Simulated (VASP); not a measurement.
# WC in VASP: a series of runs

WC is run at these levels: PBEsol; tasks: single point.

Program: VASP 6.6.1. These are calculated values, not measurements. Logs are shortened: lines on timing, memory, paths and dates and some standing lists are left out, and cuts for length are marked.

## Step 1: The cell of the first run

The cell holds a slab with vacuum, 16 atoms: a = 5.801 Å, b = 5.801 Å, c = 15.252 Å, α = 90.00°, β = 90.00°, γ = 120.00°.

## Step 2: Single point, PBEsol

Input file INCAR:

```
ALGO = Normal
EDIFF = 1E-7
ENCUT = 520
GGA = PS
ISIF = 2
ISMEAR = -1
LASPH = True
LCHARG = True
LELF = True
LREAL = Auto
LVHAR = True
LWAVE = False
NBANDS = 86
NELM = 60
PREC = Accurate
SIGMA = 0.1
```

Input file KPOINTS:

```
k-points
0
Gamma
  3 3 1
```

Input file POSCAR:

```
WC
1.0
    5.8014001285      0.0000000000      0.0000000000
   -2.9007000642      5.0241598888      0.0000000000
    0.0000000000      0.0000000000     15.2518850000
W C
8 8
Direct
    0.0000000000      0.0000000000      0.0655657000
    0.0000000000      0.0000000000      0.2514965178
    0.0000000000      0.5000000000      0.0655657000
    0.0000000000      0.5000000000      0.2514965178
    0.5000000000      0.0000000000      0.0655657000
    0.5000000000      0.0000000000      0.2514965178
    0.5000000000      0.5000000000      0.0655657000
    0.5000000000      0.5000000000      0.2514965178
    0.3333333333      0.1666666667      0.1514002956
    0.3333333333      0.1666666667      0.3235584226
    0.3333333333      0.6666666667      0.1514002956
    0.3333333333      0.6666666667      0.3235584226
    0.8333333333      0.1666666667      0.1514002956
    0.8333333333      0.1666666667      0.3235584226
    0.8333333333      0.6666666667      0.1514002956
    0.8333333333      0.6666666667      0.3235584226
```

Potentials or basis: VASP PAW PBE potentials, release 64 (W_sv, C).

Started as:

```sh
cat potpaw_PBE.64/W_sv/POTCAR potpaw_PBE.64/C/POTCAR > POTCAR
mpirun -np 1 vasp_std > vasp.out
```

OUTCAR:

```text
EDIFF = 1E-7
   ENCUT = 520
   GGA = PS
   ISIF = 2
   ISMEAR = -1
   LASPH = True
   LREAL = Auto
   NELM = 60
   PREC = Accurate

 ion  position               nearest neighbor table
   1  0.000  0.000  0.066-  15 2.13   9 2.13  13 2.13   2 2.84   3 2.90   3 2.90   5 2.90   5 2.90
                             7 2.90   7 2.90
   2  0.000  0.000  0.251-  16 2.00  10 2.00  14 2.00  15 2.27   9 2.27  13 2.27   1 2.84   4 2.90
                             4 2.90   6 2.90   6 2.90   8 2.90   8 2.90
   3  0.000  0.500  0.066-  13 2.13  11 2.13  15 2.13   4 2.84   1 2.90   1 2.90   7 2.90   7 2.90
                             5 2.90   5 2.90
   4  0.000  0.500  0.251-  14 2.00  12 2.00  16 2.00  13 2.27  11 2.27  15 2.27   3 2.84   2 2.90
                             2 2.90   8 2.90   8 2.90   6 2.90   6 2.90
   5  0.500  0.000  0.066-  11 2.13  13 2.13   9 2.13   6 2.84   7 2.90   7 2.90   1 2.90   1 2.90
                             3 2.90   3 2.90
   6  0.500  0.000  0.251-  12 2.00  14 2.00  10 2.00  11 2.27  13 2.27   9 2.27   5 2.84   8 2.90
                             8 2.90   2 2.90   2 2.90   4 2.90   4 2.90
   7  0.500  0.500  0.066-   9 2.13  15 2.13  11 2.13   8 2.84   5 2.90   5 2.90   3 2.90   3 2.90
                             1 2.90   1 2.90
   8  0.500  0.500  0.251-  10 2.00  16 2.00  12 2.00   9 2.27  15 2.27  11 2.27   7 2.84   6 2.90
                             6 2.90   4 2.90   4 2.90   2 2.90   2 2.90
   9  0.333  0.167  0.151-   7 2.13   1 2.13   5 2.13   8 2.27   2 2.27   6 2.27
  10  0.333  0.167  0.324-   8 2.00   2 2.00   6 2.00
  11  0.333  0.667  0.151-   5 2.13   3 2.13   7 2.13   6 2.27   4 2.27   8 2.27
  12  0.333  0.667  0.324-   6 2.00   4 2.00   8 2.00
  13  0.833  0.167  0.151-   3 2.13   5 2.13   1 2.13   4 2.27   6 2.27   2 2.27
  14  0.833  0.167  0.324-   4 2.00   6 2.00   2 2.00
  15  0.833  0.667  0.151-   1 2.13   7 2.13   3 2.13   2 2.27   8 2.27   4 2.27
  16  0.833  0.667  0.324-   2 2.00   8 2.00   4 2.00

  LATTYP: Found a hexagonal cell.
 ALAT       =     5.8014001285
 C/A-ratio  =     2.6290007002

  Lattice vectors:

 A1 = (   5.8014001285,   0.0000000000,   0.0000000000)
 A2 = (  -2.9007000642,   5.0241598888,   0.0000000000)
 A3 = (   0.0000000000,   0.0000000000,  15.2518850000)

Analysis of symmetry for initial positions (statically):
=====================================================================
 Subroutine PRICEL returns following result:

  LATTYP: Found a hexagonal cell.
 ALAT       =     2.9007000643
 C/A-ratio  =     5.2580014004

  Lattice vectors:

 A1 = (   2.9007000643,   0.0000000000,   0.0000000000)
 A2 = (  -1.4503500321,   2.5120799444,   0.0000000000)
 A3 = (   0.0000000000,   0.0000000000,  15.2518850000)

   4 primitive cells build up your supercell.

 Routine SETGRP: Setting up the symmetry group for a
 hexagonal supercell.

 Subroutine GETGRP returns: Found  6 space group operations
 (whereof  6 operations were pure point group operations)
 out of a pool of 24 trial point group operations.

The static configuration has the point symmetry C_3v.

Analysis of symmetry for dynamics (positions and initial velocities):
=====================================================================
 Subroutine PRICEL returns following result:

  LATTYP: Found a hexagonal cell.
 ALAT       =     2.9007000643
 C/A-ratio  =     5.2580014004

  Lattice vectors:

 A1 = (   2.9007000643,   0.0000000000,   0.0000000000)
 A2 = (  -1.4503500321,   2.5120799444,   0.0000000000)
 A3 = (   0.0000000000,   0.0000000000,  15.2518850000)

   4 primitive cells build up your supercell.

 Routine SETGRP: Setting up the symmetry group for a
 hexagonal supercell.

 Subroutine GETGRP returns: Found  6 space group operations
 (whereof  6 operations were pure point group operations)
 out of a pool of 24 trial point group operations.

The dynamic configuration has the point symmetry C_3v.

 Subroutine INISYM returns: Found  6 space group operations
 (whereof  6 operations are pure point group operations),
 and found     4 'primitive' translations

----------------------------------------------------------------------------------------

                                     Primitive cell

  volume of cell :     111.1373

  direct lattice vectors                    reciprocal lattice vectors
     2.900700064  0.000000000  0.000000000     0.344744364  0.199038252  0.000000000
    -1.450350032  2.512079944  0.000000000     0.000000000  0.398076503  0.000000000
     0.000000000  0.000000000 15.251885000     0.000000000  0.000000000  0.065565666

  length of vectors
     2.900700064  2.900700064 15.251885000     0.398076503  0.398076503  0.065565666

  position of ions in fractional coordinates (direct lattice)
     0.000000000  0.000000000  0.065565700
     0.000000000  0.000000000  0.251496518
     0.666666667  0.333333333  0.151400296
     0.666666667  0.333333333  0.323558423

  ion indices of the primitive-cell ions
   primitive index   ion index
                 1           1
                 2           2
                 3          13
                 4          14

----------------------------------------------------------------------------------------

 KPOINTS: k-points

Automatic generation of k-mesh.
 Grid dimensions read from file:
 generate k-points for:    3    3    1

 Generating k-lattice:

  Cartesian coordinates                     Fractional coordinates (reciprocal lattice)
     0.057457394  0.033173042  0.000000000     0.333333333  0.000000000  0.000000000
     0.000000000  0.066346084  0.000000000     0.000000000  0.333333333  0.000000000
     0.000000000  0.000000000  0.065565666     0.000000000  0.000000000  1.000000000

  Length of vectors
     0.066346084  0.066346084  0.065565666

  Shift w.r.t. Gamma in fractional coordinates (k-lattice)
     0.000000000  0.000000000  0.000000000

 Subroutine IBZKPT returns following result:
 ===========================================

 Found      3 irreducible k-points:

 Following reciprocal coordinates:
            Coordinates               Weight
  0.000000  0.000000  0.000000      1.000000
  0.333333 -0.000000  0.000000      6.000000
  0.333333  0.333333  0.000000      2.000000
   k-points           NKPTS =      3   k-points in BZ     NKDIM =      3   number of bands    NBANDS=     86
   number of dos      NEDOS =    301   number of ions     NIONS =     16
   total plane-waves  NPLWV = 276480
   dimension x,y,z NGX =    48 NGY =   48 NGZ =  120
   dimension x,y,z NGXF=    96 NGYF=   96 NGZF=  240
   ions per type =               8   8
   NGX,Y,Z   is equivalent  to a cutoff of  13.75, 13.75, 13.08 a.u.
   NGXF,Y,Z  is equivalent  to a cutoff of  27.51, 27.51, 26.16 a.u.
 SYSTEM =  unknown system
   PREC   = accura    normal or accurate (medium, high low for compatibility)
   ISTART =      0    job   : 0-new  1-cont  2-samecut
   ICHARG =      2    charge: 1-file 2-atom 10-const
   ISPIN  =      1    spin polarized calculation?
   LNONCOLLINEAR =      F non collinear calculations
   LSORBIT =      F    spin-orbit coupling
   LASPH  =      T    aspherical Exc in radial PAW
   ENCUT  =  520.0 eV  38.22 Ry    6.18 a.u.  10.79 10.79 28.36*2*pi/ulx,y,z
   NELM   =     60;   NELMIN=  2; NELMDL= -5     # of ELM steps
   EDIFF  = 0.1E-06   stopping-criterion for ELM
   LREAL  =      T    real-space projection
   EDIFFG = 0.1E-05   stopping-criterion for IOM
   NSW    =      0    number of steps for IOM
   IBRION =     -1    ionic relax: 0-MD 1-quasi-New 2-CG
   NFREE  =      0    steps in history (QN), initial steepest desc. (CG)
   ISIF   =      2    stress and relaxation
   ISYM   =      2    0-nonsym 1-usesym 2-fastsym
   POTIM  = 0.5000    time-step for ionic-motion
   TEBEG  =    0.0;   TEEND  =   0.0 temperature during run
   PSTRESS=    0.0 pullay stress
   NELECT =     144.0000    total number of electrons
   NUPDOWN=      -1.0000    fix difference up-down
   EMIN   =  10.00;   EMAX   =-10.00  energy-range for DOS
   EFERMI =   0.00;   METHOD = LEGACY
   ISMEAR =    -1;   SIGMA  =   0.10  broadening in eV -4-tet -1-fermi 0-gaus
   EFERMI_NEDOS =   21; number of points for ismear=-14 and -15
   IALGO  =     38    algorithm
   IMIX   =      4    mixing-type and parameters
     AMIX     =   0.40;   BMIX     =  1.00
     AMIX_MAG =   1.60;   BMIX_MAG =  1.00
  volume/ion in A,a.u.               =      27.78       187.50
  Fermi-wavevector in a.u.,A,eV,Ry     =   1.124318  2.124652 17.198994  1.264090
  Thomas-Fermi vector in A             =   2.260989
   LORBIT       =      0    0 simple, 1 ext, 2 COOP (PROOUT), +10 PAW based schemes
   GGA     = PS    functional components
   LHFCALC =     F    Hartree Fock is set to
   AEXX    =    0.0000 exact exchange contribution
   IVDW    =     0    specifies the selected vdW correction
   LEPSILON=     F    determine dielectric tensor
   LRPA    =     F    only Hartree local field effects (RPA)
 non-spin polarized calculation
  energy-cutoff  :      520.00
  volume of cell :      444.55
 maximum number of plane-waves:     11985
 NGX is ok and might be reduce to    48
   NGX = 21   NGY = 21   NGZ = 57

 number of electron     143.9999996 magnetization

 Free energy of the ion-electron system (eV)
  ---------------------------------------------------
  ext. energy  EPLUGINS =         0.00000000
  ---------------------------------------------------
  free energy    TOTEN  =      -172.70030234 eV

  energy without entropy =     -172.56422566  energy(sigma->0) =     -172.63226400

 E-fermi :   0.8268     XC(G=0):  -6.4347

 val. band max:        0.4418218457   @ k =   0.3333   0.3333   0.0000
 cond. band min:       0.8607076261   @ k =   0.0000   0.0000   0.0000
 fundamental gap:      0.4188857804
 Fermi energy:         0.8267795795

 k-point     1 :       0.0000    0.0000    0.0000
  band No.  band energies     occupation
      1     -73.2674      2.00000
      2     -73.2222      2.00000
      3     -73.2044      2.00000
      4     -73.2044      2.00000
      5     -73.2044      2.00000
      6     -73.1643      2.00000
[... 76 lines left out ...]
     83       3.7994      0.00000
     84       3.9151      0.00000

 k-point     2 :       0.3333   -0.0000    0.0000
  band No.  band energies     occupation
      1     -73.2517      2.00000
      2     -73.2202      2.00000
      3     -73.2078      2.00000
      4     -73.2044      2.00000
      5     -73.2044      2.00000
      6     -73.1788      2.00000
[... 76 lines left out ...]
     83       3.0304      0.00000
     84       3.3881      0.00000

 k-point     3 :       0.3333    0.3333    0.0000
  band No.  band energies     occupation
      1     -73.2281      2.00000
      2     -73.2281      2.00000
      3     -73.2281      2.00000
      4     -73.1965      2.00000
      5     -73.1861      2.00000
      6     -73.1861      2.00000
[... 76 lines left out ...]
     83       2.9453      0.00000
     84       3.2107      0.00000
 [bands above 84 left out]

------------------------ aborting loop because EDIFF is reached ----------------------------------------

  FORCE on cell =-STRESS in cart. coord.  units (eV):
  Direction    XX          YY          ZZ          XY          YZ          ZX
  --------------------------------------------------------------------------------------
  -------------------------------------------------------------------------------------
  Total        2.9992932      2.9992932      1.0423193      0.0000000      0.0000000      0.0000000
  in kB       10.8096023     10.8096023      3.7565709      0.0000000      0.0000000      0.0000000
  external PRESSURE =       8.4585919 kB  Pullay stress =       0.0000000 kB

 VOLUME and BASIS-vectors are now :
 -----------------------------------------------------------------------------
  energy-cutoff  :      520.00
  volume of cell :      444.55
      direct lattice vectors                 reciprocal lattice vectors
     5.801400129  0.000000000  0.000000000     0.172372182  0.099519126  0.000000000
    -2.900700064  5.024159889  0.000000000     0.000000000  0.199038252  0.000000000
     0.000000000  0.000000000 15.251885000     0.000000000  0.000000000  0.065565666

 POSITION                                       TOTAL-FORCE (eV/Angst)
 -----------------------------------------------------------------------------------
      0.00000      0.00000      1.00000        -0.000000      0.000000     -0.045593
      0.00000      0.00000      3.83580         0.000000      0.000000     -0.033283
     -1.45035      2.51208      1.00000        -0.000000      0.000000     -0.045593
     -1.45035      2.51208      3.83580         0.000000     -0.000000     -0.033283
      2.90070      0.00000      1.00000         0.000000      0.000000     -0.045593
      2.90070      0.00000      3.83580        -0.000000      0.000000     -0.033283
[... 8 lines left out ...]
      2.90070      3.34944      2.30914        -0.000000      0.000000     -0.021613
      2.90070      3.34944      4.93488         0.000000     -0.000000      0.100489
 -----------------------------------------------------------------------------------
    total drift:                                0.000000     -0.000000      0.002909

  FREE ENERGIE OF THE ION-ELECTRON SYSTEM (eV)
  ---------------------------------------------------
  free  energy   TOTEN  =      -172.7003023388 eV

  energy  without entropy=     -172.5642256584  energy(sigma->0) =     -172.63226400
```

Run time: 3.7 min. Hardware: 1 thread of Intel Xeon Platinum 8559C (Emerald Rapids), shared host; peak memory 0.58 GiB.

What came out:

- Free energy: -172.7003 eV
- Largest force: 0.100 eV/Å
- Band gap on the k mesh: zero (bands 72 and 73 overlap by 0.68 eV)

Forces in eV/Å, atoms in the order of the input:
```
W    0.000  0.000 -0.046
W    0.000  0.000 -0.033
W    0.000  0.000 -0.046
W    0.000  0.000 -0.033
W    0.000  0.000 -0.046
W    0.000  0.000 -0.033
W    0.000  0.000 -0.046
W    0.000  0.000 -0.033
C    0.000  0.000 -0.022
C    0.000  0.000  0.100
C    0.000  0.000 -0.022
C    0.000  0.000  0.100
C    0.000  0.000 -0.022
C    0.000  0.000  0.100
C    0.000  0.000 -0.022
C    0.000  0.000  0.100
```

Caveat: the k points lie up to 0.42 Å⁻¹ apart, too coarse for converged energies and pressures of a metal; the PAW data sets were made with another functional, which shifts forces and pressure a little; spin-orbit coupling is left out, which moves the levels of the heavy elements.

## Step 3: Single point, PBEsol

Input file INCAR:

```
SYSTEM = WC
PREC = Accurate
ENCUT = 520
EDIFF = 1E-6
ISMEAR = -1
SIGMA = 0.1
LREAL = Auto
LASPH = .TRUE.
NELM = 80
ALGO = Normal
ISIF = 2
LWAVE = .FALSE.
LCHARG = .FALSE.
GGA = PS
NBANDS = 86
```

Input file KPOINTS:

```
regular mesh
0
G
  3 3 1
  0 0 0
```

Input file POSCAR:

```
WC
1.0
    5.8014000000      0.0000000000      0.0000000000
   -2.9007000000      5.0241600000      0.0000000000
    0.0000000000      0.0000000000     15.2518850000
W C
8 8
Direct
    0.0000000000      0.0000000000      0.0655656661
    0.0181871424      0.0104495080      0.2523425793
   -0.0000066282      0.5000039808      0.0655656661
    0.0031330992      0.5158673291      0.2505067406
    0.5000000000      0.0000000000      0.0655656661
    0.5065273299     -0.0025277857      0.2533195077
    0.5000106090      0.5000039808      0.0655656661
    0.4935678824      0.4964611000      0.2492609930
    0.3361492577      0.1620768447      0.1503682987
    0.3243150969      0.1616787682      0.3293428976
    0.3352062950      0.6614837107      0.1508862675
    0.3278257672      0.6623395752      0.3247401879
    0.8399066533      0.1701777013      0.1502371674
    0.8431422247      0.1816821120      0.3196916316
    0.8406351401      0.6752372536      0.1505322129
    0.8260317835      0.6731274482      0.3233895351
```

Potentials or basis: VASP PAW PBE potentials, release 64 (W_sv, C).

Started as:

```sh
cat potpaw_PBE.64/W_sv/POTCAR potpaw_PBE.64/C/POTCAR > POTCAR
mpirun -np 1 vasp_std > vasp.out
```

Run time: 6.1 min. Hardware: 1 thread of Intel Xeon Platinum 8559C (Emerald Rapids), shared host; peak memory 0.61 GiB.

Results (log left out):

* Free energy: -172.3125 eV
* Largest force: 2.381 eV/Å
* Band gap on the k mesh: zero (bands 72 and 73 overlap by 0.66 eV)

Forces on the atoms (eV/Å):
```
W    0.126  0.181 -0.343
W   -2.158 -0.935 -0.371
W    0.017  0.124 -0.364
W    0.390 -1.302  0.000
W    0.455 -0.049  0.019
W   -1.081  0.815 -0.236
W    0.284 -0.042 -0.338
W    0.883  0.376  1.412
C   -0.040  0.343  0.325
C    1.307  0.647 -0.735
C   -0.281  0.548  0.078
C    0.280  0.304 -0.070
C   -0.269 -0.091  0.256
C    0.095 -0.353  0.628
C   -0.181 -0.471  0.033
C    0.173 -0.095 -0.294
```

Levels at points of the mesh, in eV from the Fermi level:
```csv
k point,band 69,band 70,band 71,band 72,band 73,band 74,band 75,band 76
"(0.00, 0.00, 0.00)",0.06,0.10,0.30,0.31,0.33,1.00,1.16,1.29
```

Caveat: the k points lie up to 0.42 Å⁻¹ apart, too coarse for converged energies and pressures of a metal; the PAW data sets were made with another functional, which shifts forces and pressure a little; spin-orbit coupling is left out, which moves the levels of the heavy elements.

(Continued in part 2 of 2.)
